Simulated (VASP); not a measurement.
# HfBe2Si2 in VASP: further runs

Runs on HfBe2Si2. Level: PBE. Tasks: single point, relaxation of cell and atoms.

All numbers are computed with VASP 6.6.1; they aren't measurements. Logs are shortened: lines on timing, memory, paths and dates and some standing lists are left out, and cuts for length are marked.

## 1. The cell of the first run

It takes space group Fmmm (No. 69, orthorhombic). The conventional cell has a = 4.619 Å, b = 4.642 Å, c = 11.146 Å, α = 90.00°, β = 90.00°, γ = 90.00°. Within 3.7 Å of Hf (site symmetry mmm) lie 8 Si at 2.81 Å and 8 Be at 3.23 Å and 4 Hf at 3.27 Å. Be (site symmetry 222) has 4 Si at 2.03 Å and 4 Be at 2.31 to 2.32 Å within 2.7 Å. Si (site symmetry mm2) has 4 Be at 2.03 Å and 4 Hf at 2.81 Å within 2.9 Å.

The cell was generated, and may not be a known phase.

## 2. Single point, PBE

Input file INCAR:

```
SYSTEM = HfBe2Si2
PREC = Accurate ; ENCUT = 520
EDIFF = 1E-6 ; ISMEAR = 0
SIGMA = 0.1 ; LREAL = .False.
LASPH = .True. ; NELM = 80
ALGO = Normal ; ISIF = 2
LWAVE = .False. ; LCHARG = .False.
GGA = PE ; NBANDS = 19
```

Input file KPOINTS:

```
regular mesh
0
Gamma
  6 6 6
  0 0 0
```

Input file POSCAR:

```
HfBe2Si2
1.0
    0.0000000000      2.3211008400      5.5731744300
    2.3096626800      0.0000000000      5.5731744300
    2.3096626800      2.3211008400      0.0000000000
Hf Be Si
1 2 2
Direct
    0.5000000000      0.5000000000      0.5000000000
    0.2500000000      0.2500000000      0.2500000000
    0.7500000000      0.7500000000      0.7500000000
    0.1428000000      0.1428000000      0.8572000000
    0.8572000000      0.8572000000      0.1428000000
```

Potentials or basis: VASP PAW PBE potentials, release 64 (Hf_pv, Be, Si).

Launch:

```
$ cat potpaw_PBE.64/Hf_pv/POTCAR potpaw_PBE.64/Be/POTCAR potpaw_PBE.64/Si/POTCAR > POTCAR
$ mpirun -np 1 vasp_std > vasp.out
```

OUTCAR:

```text
SYSTEM = HfBe2Si2
   PREC = Accurate
   ENCUT = 520
   EDIFF = 1E-6
   ISMEAR = 0
   LREAL = .False.
   LASPH = .True.
   NELM = 80
   ISIF = 2
   GGA = PE

 ion  position               nearest neighbor table
   1  0.500  0.500  0.500-   4 2.81   4 2.81   5 2.81   5 2.81   5 2.81   4 2.81   4 2.81   5 2.81

   2  0.250  0.250  0.250-   5 2.03   5 2.03   4 2.03   4 2.03   3 2.31   3 2.31   3 2.32   3 2.32

   3  0.750  0.750  0.750-   5 2.03   5 2.03   4 2.03   4 2.03   2 2.31   2 2.31   2 2.32   2 2.32

   4  0.143  0.143  0.857-   3 2.03   3 2.03   2 2.03   2 2.03   1 2.81   1 2.81   1 2.81   1 2.81

   5  0.857  0.857  0.143-   3 2.03   3 2.03   2 2.03   2 2.03   1 2.81   1 2.81   1 2.81   1 2.81

  LATTYP: Found a face centered orthorhombic cell.
 ALAT       =     4.6193253600
 B/A-ratio  =     1.0049523076
 C/A-ratio  =     2.4129819814

  Lattice vectors:

 A1 = (   0.0000000000,   2.3211008400,   5.5731744300)
 A2 = (   2.3096626800,   0.0000000000,   5.5731744300)
 A3 = (   2.3096626800,   2.3211008400,   0.0000000000)

Analysis of symmetry for initial positions (statically):
=====================================================================
 Subroutine PRICEL returns:
 Original cell was already a primitive cell.

 Routine SETGRP: Setting up the symmetry group for a
 face centered orthorhombic supercell.

 Subroutine GETGRP returns: Found  8 space group operations
 (whereof  8 operations were pure point group operations)
 out of a pool of  8 trial point group operations.

The static configuration has the point symmetry D_2h.

Analysis of symmetry for dynamics (positions and initial velocities):
=====================================================================
 Subroutine PRICEL returns:
 Original cell was already a primitive cell.

 Routine SETGRP: Setting up the symmetry group for a
 face centered orthorhombic supercell.

 Subroutine GETGRP returns: Found  8 space group operations
 (whereof  8 operations were pure point group operations)
 out of a pool of  8 trial point group operations.

The dynamic configuration has the point symmetry D_2h.

 Subroutine INISYM returns: Found  8 space group operations
 (whereof  8 operations are pure point group operations),
 and found     1 'primitive' translations

----------------------------------------------------------------------------------------

                                     Primitive cell

  volume of cell :      59.7551

[... 96 lines left out ...]
   EDIFFG = 0.1E-04   stopping-criterion for IOM
   NSW    =      0    number of steps for IOM
   IBRION =     -1    ionic relax: 0-MD 1-quasi-New 2-CG
   NFREE  =      0    steps in history (QN), initial steepest desc. (CG)
   ISIF   =      2    stress and relaxation
   ISYM   =      2    0-nonsym 1-usesym 2-fastsym
   POTIM  = 0.5000    time-step for ionic-motion
   TEBEG  =    0.0;   TEEND  =   0.0 temperature during run
   PSTRESS=    0.0 pullay stress
   NELECT =      22.0000    total number of electrons
   NUPDOWN=      -1.0000    fix difference up-down
   EMIN   =  10.00;   EMAX   =-10.00  energy-range for DOS
   EFERMI =   0.00;   METHOD = LEGACY
   ISMEAR =     0;   SIGMA  =   0.10  broadening in eV -4-tet -1-fermi 0-gaus
   EFERMI_NEDOS =   21; number of points for ismear=-14 and -15
   IALGO  =     38    algorithm
   IMIX   =      4    mixing-type and parameters
     AMIX     =   0.40;   BMIX     =  1.00
     AMIX_MAG =   1.60;   BMIX_MAG =  1.00
  volume/ion in A,a.u.               =      11.95        80.65
  Fermi-wavevector in a.u.,A,eV,Ry     =   1.173340  2.217292 18.731515  1.376727
  Thomas-Fermi vector in A             =   2.309755
   LORBIT       =      0    0 simple, 1 ext, 2 COOP (PROOUT), +10 PAW based schemes
   GGA     = PE    functional components
   LHFCALC =     F    Hartree Fock is set to
   AEXX    =    0.0000 exact exchange contribution
   IVDW    =     0    specifies the selected vdW correction
   LEPSILON=     F    determine dielectric tensor
   LRPA    =     F    only Hartree local field effects (RPA)
 non-spin polarized calculation
 Gauss-broadening in eV      SIGMA  =   0.10
  energy-cutoff  :      520.00
  volume of cell :       59.76
 maximum number of plane-waves:      1632
 NGX is ok and might be reduce to    48
   NGX = 23   NGY = 23   NGZ = 13

 number of electron      21.9999999 magnetization

 Free energy of the ion-electron system (eV)
  ---------------------------------------------------
  ext. energy  EPLUGINS =         0.00000000
  ---------------------------------------------------
  free energy    TOTEN  =       -26.32048297 eV

  energy without entropy =      -26.30404036  energy(sigma->0) =      -26.31226166

 E-fermi :   8.7938     XC(G=0): -11.4821

 val. band max:        8.7724890399   @ k =   0.3333   0.1667   0.1667
 cond. band min:       8.7974761300   @ k =   0.5000   0.5000   0.0000
 fundamental gap:      0.0249870901
 Fermi energy:         8.7937840758

 k-point     1 :       0.0000    0.0000    0.0000
  band No.  band energies     occupation
      1     -22.5744      2.00000
      2     -22.1606      2.00000
      3     -22.1594      2.00000
      4      -4.2379      2.00000
      5      -0.2731      2.00000
      6       1.6207      2.00000
[... 505 lines left out ...]
      6       3.7141      2.00000
[... 11 lines left out ...]
     18      14.1986      0.00000
     19      14.9841      0.00000

 [... further k-points ...]

------------------------ aborting loop because EDIFF is reached ----------------------------------------

  FORCE on cell =-STRESS in cart. coord.  units (eV):
  Direction    XX          YY          ZZ          XY          YZ          ZX
  --------------------------------------------------------------------------------------
  -------------------------------------------------------------------------------------
  Total       12.4571150     12.4500896      8.9511440      0.0000000      0.0000000      0.0000000
  in kB      334.0049170    333.8165488    240.0014842      0.0000000      0.0000000      0.0000000
  external PRESSURE =     302.6076500 kB  Pullay stress =       0.0000000 kB

 VOLUME and BASIS-vectors are now :
 -----------------------------------------------------------------------------
  energy-cutoff  :      520.00
  volume of cell :       59.76
      direct lattice vectors                 reciprocal lattice vectors
     0.000000000  2.321100840  5.573174430    -0.216481828  0.215415027  0.089715477
     2.309662680  0.000000000  5.573174430     0.216481828 -0.215415027  0.089715477
     2.309662680  2.321100840  0.000000000     0.216481828  0.215415027 -0.089715477

 POSITION                                       TOTAL-FORCE (eV/Angst)
 -----------------------------------------------------------------------------------
      2.30966      2.32110      5.57317        -0.000000      0.000000     -0.000000
      1.15483      1.16055      2.78659         0.000000      0.000000      0.000000
      3.46449      3.48165      8.35976         0.000000      0.000000      0.000000
      2.30966      2.32110      1.59170         0.000000      0.000000     -4.481624
      2.30966      2.32110      9.55465         0.000000      0.000000      4.481624
 -----------------------------------------------------------------------------------
    total drift:                               -0.000000     -0.000000     -0.000000

  FREE ENERGIE OF THE ION-ELECTRON SYSTEM (eV)
  ---------------------------------------------------
  free  energy   TOTEN  =       -26.3204829668 eV

  energy  without entropy=      -26.3040403550  energy(sigma->0) =      -26.31226166
```

stdout:

```text
POSCAR found type information on POSCAR HfBeSi
 POSCAR found :  3 types and       5 ions
 scaLAPACK will be used
 LDA part: xc-table for (Slater+PW92), standard interpolation
 POSCAR, INCAR and KPOINTS ok, starting setup
 FFT: planning ... GRIDC
 FFT: planning ... GRID_SOFT
 FFT: planning ... GRID
 WAVECAR not read
 entering main loop
```

It took 52 s on 1 thread of AMD EPYC 9R45 (Zen 5), shared host; peak memory 0.22 GiB.

Results:

```
Free energy            : -26.3205 eV
Pressure               : 30.3 GPa
Largest force          : 4.482 eV/Å
Band gap on the k mesh : zero (bands 11 and 12 overlap by 1.81 eV)
```

Forces on the atoms (eV/Å):
```
Hf   0.000  0.000  0.000
Be   0.000  0.000  0.000
Be   0.000  0.000  0.000
Si   0.000  0.000 -4.482
Si   0.000  0.000  4.482
```

Levels at points of the mesh, in eV from the Fermi level:
```
           k point  band 8  band 9  band 10  band 11  band 12  band 13  band 14  band 15
(0.00, 0.00, 0.00)   -3.26   -2.10     0.91     1.42     1.84     1.85     2.30     2.33
(0.50, 0.00, 0.00)   -3.10   -2.48    -1.12    -0.24     0.01     1.00     2.67     3.47
(0.50, 0.50, 0.00)   -2.95   -2.05    -2.04    -0.05     0.00     0.44     2.46     3.43
(0.50, 0.00, 0.50)   -5.49   -4.92    -3.94    -1.26    -0.35     0.89     2.22     3.56
(0.00, 0.50, 0.50)   -5.49   -4.89    -4.00    -1.23    -0.38     0.87     2.28     3.59
```

Caveat: the stress differs along the axes, from 24 to 33 GPa; spin-orbit coupling is left out, which moves the levels of the heavy elements; forces of over 1 eV/Å act on the atoms, so gaps and moduli don't describe the material at rest.

## 3. Single point, PBE

This run uses another cell than the first one, of 13.42 Å³/atom.

Input file INCAR:

```
ALGO     = Normal         # electronic algorithm
EDIFF    = 1E-6           # SCF threshold, eV
ENCUT    = 520            # plane-wave cutoff, eV
GGA      = PE             # functional
ISIF     = 2              # what is computed and relaxed
ISMEAR   = 0              # smearing method
LASPH    = True           # aspherical terms in the spheres
LCHARG   = False          # write CHGCAR
LREAL    = False          # projectors in reciprocal space
LWAVE    = False          # write WAVECAR
NBANDS   = 19             # bands
NELM     = 80             # most SCF steps
PREC     = Accurate       # precision mode
SIGMA    = 0.1            # smearing width, eV
```

Input file KPOINTS:

```
k-points
0
Gamma
  6 6 6
```

Input file POSCAR:

```
HfBe2Si2
1.0
    0.0000000000      2.5736968181      5.0665238333
    2.5733730678      0.0000000000      5.0665238333
    2.5733730678      2.5736968181      0.0000000000
Hf Be Si
1 2 2
Direct
    0.5000000000      0.5000000000      0.5000000000
    0.2500000000      0.2500000000      0.2500000000
    0.7500000000      0.7500000000      0.7500000000
    0.1156874893      0.1156874893      0.8843125107
    0.8843125107      0.8843125107      0.1156874893
```

Potentials or basis: VASP PAW PBE potentials, release 64 (Hf_pv, Be, Si).

Launch:

```
$ cat potpaw_PBE.64/Hf_pv/POTCAR potpaw_PBE.64/Be/POTCAR potpaw_PBE.64/Si/POTCAR > POTCAR
$ mpirun -np 1 vasp_std > vasp.out
```

Wall time 40 s (1 thread of AMD EPYC 9R45 (Zen 5), shared host); peak memory 0.22 GiB.

Results (log left out):

```
Free energy            : -28.8564 eV
Pressure               : 0.0 GPa
Largest force          : 0.020 eV/Å
Band gap on the k mesh : zero (bands 11 and 12 overlap by 1.89 eV)
```

Forces on the atoms (eV/Å):
```
Hf   0.000  0.000  0.000
Be   0.000  0.000  0.000
Be   0.000  0.000  0.000
Si   0.000  0.000 -0.020
Si   0.000  0.000  0.020
```

Stress tensor (GPa, compression positive):
```
 0.05  0.00  0.00
 0.00  0.03  0.00
 0.00  0.00 -0.10
```

Levels at points of the mesh, in eV from the Fermi level:
| k point | band 7 | band 8 | band 9 | band 10 | band 11 | band 12 | band 13 | band 14 | band 15 | band 16 |
| --- | --- | --- | --- | --- | --- | --- | --- | --- | --- | --- |
| (0.00, 0.00, 0.00) | -3.28 | -3.28 | -2.55 | -0.55 | -0.55 | 1.30 | 1.33 | 1.73 | 2.29 | 2.97 |
| (0.50, 0.00, 0.00) | -6.20 | -3.02 | -2.53 | -2.30 | -0.39 | 0.17 | 1.20 | 2.18 | 2.80 | 3.08 |
| (0.50, 0.50, 0.00) | -3.10 | -3.10 | -2.57 | -0.54 | -0.54 | -0.36 | 0.66 | 1.39 | 2.23 | 2.97 |
| (0.50, 0.00, 0.50) | -5.81 | -5.46 | -4.52 | -4.28 | -0.18 | -0.17 | 1.09 | 2.50 | 2.97 | 3.70 |
| (0.00, 0.50, 0.50) | -5.81 | -5.46 | -4.52 | -4.27 | -0.18 | -0.17 | 1.09 | 2.50 | 2.97 | 3.70 |

Caveat: spin-orbit coupling is left out, which moves the levels of the heavy elements.

(Continued in part 2 of 2.)

The gap in the log of VASP goes by the Fermi energy; the results here count the filled bands.